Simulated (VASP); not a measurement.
# SnO2 (C2/m) in VASP: a series of runs

SnO2 is run at these levels: LDA; tasks: electric field gradients.

Everything below comes from runs of VASP 6.6.1. Logs are shortened: lines on timing, memory, paths and dates and some standing lists are left out, and cuts for length are marked.

### Step 1. The cell of the first run

It takes space group C2/m (No. 12, monoclinic). The conventional cell has a = 6.601 Å, b = 6.800 Å, c = 3.187 Å, α = 90.00°, β = 92.45°, γ = 90.00°. Within 2.7 Å of Sn (site symmetry 2/m) lie 6 O at 2.02 to 2.07 Å. Sn (site symmetry 2/m) has 6 O at 2.00 to 2.09 Å within 2.7 Å. O (site symmetry m) has 3 Sn at 2.00 to 2.09 Å and 1 O at 2.57 Å within 2.7 Å. Within 2.7 Å of O (site symmetry 2) lie 3 Sn at 2.07 to 2.08 Å and 1 O at 2.64 Å.

### Step 2. Electric field gradients, LDA (equal xy, yz and zx shear strains of -3 %)

INCAR

```
PREC = Accurate ; ENCUT = 520
EDIFF = 1E-8 ; ISMEAR = -1
SIGMA = 0.03 ; LREAL = False
LASPH = True ; NELM = 60
ALGO = Normal ; ISIF = 2
LWAVE = False ; LCHARG = False
LEFG = True ; NBANDS = 35
```

KPOINTS

```
Automatic mesh
0
Gamma
  4 4 6
```

POSCAR

```
SnO2
1.0
    4.7373500000     -0.0710602500     -0.0710602500
   -0.0710602500      4.7373500000     -0.0710602500
   -0.0477960000     -0.0477960000      3.1864000000
Sn O
2 4
Direct
    0.0000000000      0.0000000000      0.0000000000
    0.5000000000      0.5000000000      0.5000000000
    0.3056200000      0.3056200000      0.0000000000
    0.1943800000      0.8056200000      0.5000000000
    0.6943800000      0.6943800000      0.0000000000
    0.8056200000      0.1943800000      0.5000000000
```

Potentials or basis: VASP PAW LDA potentials, release 64 (Sn_d, O).

On the command line:

```bash
> cat potpaw_LDA.64/Sn_d/POTCAR potpaw_LDA.64/O/POTCAR > POTCAR
> mpirun -np 1 vasp_std > vasp.out
```

OUTCAR:

```text
PREC = Accurate
   ENCUT = 520
   EDIFF = 1E-8
   ISMEAR = -1
   LREAL = False
   LASPH = True
   NELM = 60
   ISIF = 2

 ion  position               nearest neighbor table
   1  0.000  0.000  0.000-   3 2.02   5 2.02   4 2.07   6 2.07   4 2.07   6 2.07   2 3.60   2 3.60
                             2 3.73   2 3.73   2 3.75   2 3.75   2 3.75   2 3.75
   2  0.500  0.500  0.500-   5 2.00   3 2.00   6 2.08   4 2.08   3 2.09   5 2.09   1 3.60   1 3.60
                             1 3.73   1 3.73   1 3.75   1 3.75   1 3.75   1 3.75
   3  0.306  0.306  0.000-   2 2.00   1 2.02   2 2.09
   4  0.194  0.806  0.500-   1 2.07   1 2.07   2 2.08
   5  0.694  0.694  0.000-   2 2.00   1 2.02   2 2.09
   6  0.806  0.194  0.500-   1 2.07   1 2.07   2 2.08

  LATTYP: Found a base centered monoclinic cell.
 ALAT       =     8.9779687500
 B/A-ratio  =     0.7574228847
 C/A-ratio  =     0.3549930890
 COS(beta)  =    -0.6785708604

  Lattice vectors:

 A1 = (  -4.6895540000,   0.1188562500,  -3.1153397500)
 A2 = (   0.1188562500,  -4.6895540000,  -3.1153397500)
 A3 = (  -0.0477960000,  -0.0477960000,   3.1864000000)

Analysis of symmetry for initial positions (statically):
=====================================================================
 Subroutine PRICEL returns:
 Original cell was already a primitive cell.

 Routine SETGRP: Setting up the symmetry group for a
 base centered monoclinic supercell.

 Subroutine GETGRP returns: Found  4 space group operations
 (whereof  4 operations were pure point group operations)
 out of a pool of  4 trial point group operations.

The static configuration has the point symmetry C_2h.

Analysis of symmetry for dynamics (positions and initial velocities):
=====================================================================
 Subroutine PRICEL returns:
 Original cell was already a primitive cell.

 Routine SETGRP: Setting up the symmetry group for a
 base centered monoclinic supercell.

 Subroutine GETGRP returns: Found  4 space group operations
 (whereof  4 operations were pure point group operations)
 out of a pool of  4 trial point group operations.

The dynamic configuration has the point symmetry C_2h.

 Subroutine INISYM returns: Found  4 space group operations
 (whereof  4 operations are pure point group operations),
 and found     1 'primitive' translations

----------------------------------------------------------------------------------------

                                     Primitive cell

  volume of cell :      71.4620

  direct lattice vectors                    reciprocal lattice vectors
     4.737350000 -0.071060250 -0.071060250     0.211184958  0.003216015  0.003216015
    -0.071060250  4.737350000 -0.071060250     0.003216015  0.211184958  0.003216015
    -0.047796000 -0.047796000  3.186400000     0.004781379  0.004781379  0.313977235

  length of vectors
     4.738415784  4.738415784  3.187116859     0.211233927  0.211233927  0.314050039

  position of ions in fractional coordinates (direct lattice)
     0.000000000  0.000000000  0.000000000
     0.500000000  0.500000000  0.500000000
     0.305620000  0.305620000  1.000000000
     0.194380000  0.805620000  0.500000000
     0.694380000  0.694380000  1.000000000
     0.805620000  0.194380000  0.500000000

  ion indices of the primitive-cell ions
   primitive index   ion index
                 1           1
                 2           2
                 3           3
                 4           4
                 5           5
                 6           6

----------------------------------------------------------------------------------------

 KPOINTS: Automatic mesh

Automatic generation of k-mesh.
 Grid dimensions read from file:
 generate k-points for:    4    4    6

 Generating k-lattice:

[... 51 lines left out ...]
 SYSTEM =  unknown system
   PREC   = accura    normal or accurate (medium, high low for compatibility)
   ISTART =      0    job   : 0-new  1-cont  2-samecut
   ICHARG =      2    charge: 1-file 2-atom 10-const
   ISPIN  =      1    spin polarized calculation?
   LNONCOLLINEAR =      F non collinear calculations
   LSORBIT =      F    spin-orbit coupling
   LASPH  =      T    aspherical Exc in radial PAW
   ENCUT  =  520.0 eV  38.22 Ry    6.18 a.u.   8.81  8.81  5.93*2*pi/ulx,y,z
   NELM   =     60;   NELMIN=  2; NELMDL= -5     # of ELM steps
   EDIFF  = 0.1E-07   stopping-criterion for ELM
   LREAL  =      F    real-space projection
   EDIFFG = 0.1E-06   stopping-criterion for IOM
   NSW    =      0    number of steps for IOM
   IBRION =     -1    ionic relax: 0-MD 1-quasi-New 2-CG
   NFREE  =      0    steps in history (QN), initial steepest desc. (CG)
   ISIF   =      2    stress and relaxation
   ISYM   =      2    0-nonsym 1-usesym 2-fastsym
   POTIM  = 0.5000    time-step for ionic-motion
   TEBEG  =    0.0;   TEEND  =   0.0 temperature during run
   PSTRESS=    0.0 pullay stress
   NELECT =      52.0000    total number of electrons
   NUPDOWN=      -1.0000    fix difference up-down
   EMIN   =  10.00;   EMAX   =-10.00  energy-range for DOS
   EFERMI =   0.00;   METHOD = LEGACY
   ISMEAR =    -1;   SIGMA  =   0.03  broadening in eV -4-tet -1-fermi 0-gaus
   EFERMI_NEDOS =   21; number of points for ismear=-14 and -15
   IALGO  =     38    algorithm
   IMIX   =      4    mixing-type and parameters
     AMIX     =   0.40;   BMIX     =  1.00
     AMIX_MAG =   1.60;   BMIX_MAG =  1.00
  volume/ion in A,a.u.               =      11.91        80.37
  Fermi-wavevector in a.u.,A,eV,Ry     =   1.472485  2.782593 29.500323  2.168213
  Thomas-Fermi vector in A             =   2.587494
   LORBIT       =      0    0 simple, 1 ext, 2 COOP (PROOUT), +10 PAW based schemes
   GGA     = CA    functional components
   LHFCALC =     F    Hartree Fock is set to
   AEXX    =    0.0000 exact exchange contribution
   IVDW    =     0    specifies the selected vdW correction
   LEPSILON=     F    determine dielectric tensor
   LRPA    =     F    only Hartree local field effects (RPA)
 non-spin polarized calculation
  energy-cutoff  :      520.00
  volume of cell :       71.46
 maximum number of plane-waves:      1942
   NGX = 17   NGY = 17   NGZ = 11

 number of electron      51.9999979 magnetization

 Free energy of the ion-electron system (eV)
  ---------------------------------------------------
  ext. energy  EPLUGINS =         0.00000000
  ---------------------------------------------------
  free energy    TOTEN  =       -42.18856321 eV

  energy without entropy =      -42.18856321  energy(sigma->0) =      -42.18856321

 E-fermi :   6.4554     XC(G=0): -11.8062

 val. band max:        5.8943300611   @ k =   0.0000   0.0000   0.0000
 cond. band min:       7.0365988537   @ k =   0.0000   0.0000   0.0000
 fundamental gap:      1.1422687926
 Fermi energy:         6.4554214376

 k-point     1 :       0.0000    0.0000    0.0000
  band No.  band energies     occupation
      1     -15.1793      2.00000
      2     -14.3756      2.00000
      3     -14.1771      2.00000
      4     -14.1085      2.00000
      5     -14.0007      2.00000
      6     -13.9788      2.00000
[... 901 lines left out ...]
     34      17.6582      0.00000
     35      18.1349      0.00000

 [... further k-points ...]
[... 5 lines left out ...]
  --------------------------------------------------------------------------------------
  -------------------------------------------------------------------------------------
  Total        0.1350050      0.1350050      0.6059876      2.8341162      1.6074327      1.6074327
  in kB        3.0268113      3.0268113     13.5862385     63.5408721     36.0386341     36.0386346
  external PRESSURE =       6.5466204 kB  Pullay stress =       0.0000000 kB

 VOLUME and BASIS-vectors are now :
 -----------------------------------------------------------------------------
  energy-cutoff  :      520.00
  volume of cell :       71.46
      direct lattice vectors                 reciprocal lattice vectors
     4.737350000 -0.071060250 -0.071060250     0.211184958  0.003216015  0.003216015
    -0.071060250  4.737350000 -0.071060250     0.003216015  0.211184958  0.003216015
    -0.047796000 -0.047796000  3.186400000     0.004781379  0.004781379  0.313977235

 POSITION                                       TOTAL-FORCE (eV/Angst)
 -----------------------------------------------------------------------------------
      0.00000      0.00000      0.00000        -0.000000     -0.000000      0.000000
      2.30925      2.30925      1.52214        -0.000000     -0.000000      0.000000
      1.42611      1.42611     -0.04343         0.078664      0.078664     -0.376223
      0.83970      3.77879      1.52214         0.018487     -0.018487     -0.000000
      3.24018      3.24018     -0.09869        -0.078664     -0.078664      0.376223
      3.77879      0.83970      1.52214        -0.018487      0.018487     -0.000000
 -----------------------------------------------------------------------------------
    total drift:                                0.000000      0.000000      0.000000

  FREE ENERGIE OF THE ION-ELECTRON SYSTEM (eV)
  ---------------------------------------------------
  free  energy   TOTEN  =       -42.1885632121 eV

  energy  without entropy=      -42.1885632120  energy(sigma->0) =      -42.18856321

 Electric field gradients (V/A^2)
---------------------------------------------------------------------
 ion       V_xx      V_yy      V_zz      V_xy      V_xz      V_yz
---------------------------------------------------------------------
   1      13.456    13.456   -26.912   -56.064     7.862     7.862
   2      37.219    37.219   -74.439    10.733   -53.286   -53.286
   3     -24.954   -24.954    49.907    80.465     0.591     0.591
   4     -21.535   -21.535    43.071   -83.429    -5.867    -5.867
   5     -24.954   -24.954    49.907    80.465     0.591     0.591
   6     -21.535   -21.535    43.071   -83.429    -5.867    -5.867
---------------------------------------------------------------------

 Electric field gradients after diagonalization (V/A^2)
 (convention: |V_zz| > |V_xx| > |V_yy|)
----------------------------------------------------------------------
 ion       V_xx      V_yy      V_zz     asymmetry (V_yy - V_xx)/ V_zz
----------------------------------------------------------------------
   1     -48.369   -21.151    69.519       0.392
   2      83.832    26.487  -110.319       0.520
   3      55.634    49.785  -105.419       0.055
   4      61.894    43.534  -105.428       0.174
   5      55.634    49.785  -105.419       0.055
   6      61.894    43.534  -105.428       0.174
----------------------------------------------------------------------

           NMR quadrupolar parameters

 Cq : quadrupolar parameter    Cq=e*Q*V_zz/h
 eta: asymmetry parameters     (V_yy - V_xx)/ V_zz
 Q  : nuclear electric quadrupole moment in mb (millibarn)
----------------------------------------------------------------------
 ion       Cq(MHz)       eta       Q (mb)
----------------------------------------------------------------------
   1       0.168       0.392       1.000
   2      -0.267       0.520       1.000
   3      -0.255       0.055       1.000
   4      -0.255       0.174       1.000
   5      -0.255       0.055       1.000
   6      -0.255       0.174       1.000
----------------------------------------------------------------------
```

It took 68 s on 1 thread of Intel Xeon Platinum 8259CL at 2.50GHz (Skylake/Cascade Lake), shared host; peak memory 0.19 GiB.

What came out:

```yaml
Free_energy: -42.1886 eV
Pressure: 0.7 GPa
Largest_force: 0.392 eV/Å
Band_gap_on_the_k_mesh: 1.14 eV, direct
```

Forces in eV/Å, atoms in the order of the input:
```
Sn   0.000  0.000  0.000
Sn   0.000  0.000  0.000
O    0.079  0.079 -0.376
O    0.018 -0.018  0.000
O   -0.079 -0.079  0.376
O   -0.018  0.018  0.000
```

Stress tensor (GPa, compression positive):
```
0.30 6.35 3.60
6.35 0.30 3.60
3.60 3.60 1.36
```

Electric field gradients, principal values (V/Å²):
```csv
atom,least,middle,greatest (by size)
1 Sn,-21.151,-48.369,69.519
2 Sn,26.487,83.832,-110.319
3 O,49.785,55.634,-105.419
4 O,43.534,61.894,-105.428
5 O,49.785,55.634,-105.419
6 O,43.534,61.894,-105.428
```

Caveat: the cell differs from its parent crystal (equal xy, yz and zx shear strains of -3 %); without QUAD_EFG the Cq values of the log hold for a quadrupole moment of 1 mb, not for the nuclei; spin-orbit coupling is left out, which moves the levels of the heavy elements.

(Part 1 of 2 ends here.)
